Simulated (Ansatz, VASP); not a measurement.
## ZnSe: VASP beside Ansatz

The input INCAR:

```
  PREC = Accurate
  ENCUT = 600
  EDIFF = 1E-6
  ISMEAR = -1
  SIGMA = 0.02
  LREAL = F
  LASPH = T
  NELM = 100
  ALGO = Normal
  ISIF = 3
  LWAVE = F
  LCHARG = F
  GGA = PS
  IBRION = 2
  NSW = 80
  EDIFFG = -0.01
```

File KPOINTS:

```
Automatic mesh
0
Gamma
  8 8 8
```

The input POSCAR:

```
ZnSe
1.0
    0.0000000000      2.8338000000      2.8338000000
    2.8338000000      0.0000000000      2.8338000000
    2.8338000000      2.8338000000      0.0000000000
Zn Se
1 1
Direct
    0.0000000000      0.0000000000      0.0000000000
    0.2500000000      0.2500000000      0.2500000000
```

Input for Ansatz:

```yaml
crystal:
  lattice:
    - [0.0, 2.8338, 2.8338]
    - [2.8338, 0.0, 2.8338]
    - [2.8338, 2.8338, 0.0]
  atoms:
    - { symbol: Zn, position: [0.0, 0.0, 0.0] }
    - { symbol: Se, position: [0.25, 0.25, 0.25] }
  symmetry: { tolerance: 0.0003 }
hamiltonian:
  xc: pbesol
  pseudopotentials: { kind: paw, azcp: { folder: soft_1 } }
basis:
  ecutwfc: 420
magnetization:
  spin_polarized: false
scf:
  occupations: { method: fermi_dirac, width: 0.02 }
kpoints:
  mp_grid: { grid: [8, 8, 8], shift: [0, 0, 0] }
output:
  forces: true
  stress: true
  eigenvalues: true
relax:
  max_steps: 60
  cell: {}
```

Alike in both runs: task relaxation of cell and atoms; functional PBEsol; k mesh 8 × 8 × 8; occupations fermi-dirac, width 0.02 eV; no spin polarisation.

```csv
,VASP,Ansatz
version,VASP 6.6.1,Ansatz 0.2.0
potentials or method,"VASP PAW PBE potentials, release 64 (Zn, Se), cutoff 600 eV",PAW plane waves
valence electrons in the cell,18,28
```

|  | VASP | Ansatz | Ansatz less VASP |
| --- | --- | --- | --- |
| gap on the k mesh at the Fermi level, each at its own relaxed structure (eV) | 1.23 | 1.24 | +0.009 |
| relaxed volume (Å³/atom) | 22.44 | 22.35 | -0.094 |
| relaxed cell length with the largest relative difference (Å) | 3.989 | 3.983 | -0.0056 |

VASP's potentials were made for PBE, not for PBEsol, and Ansatz warns of the same on its side. VASP's potentials hold 18 valence electrons a cell and Ansatz's 28, so a difference there can come from the potentials and not from the codes.
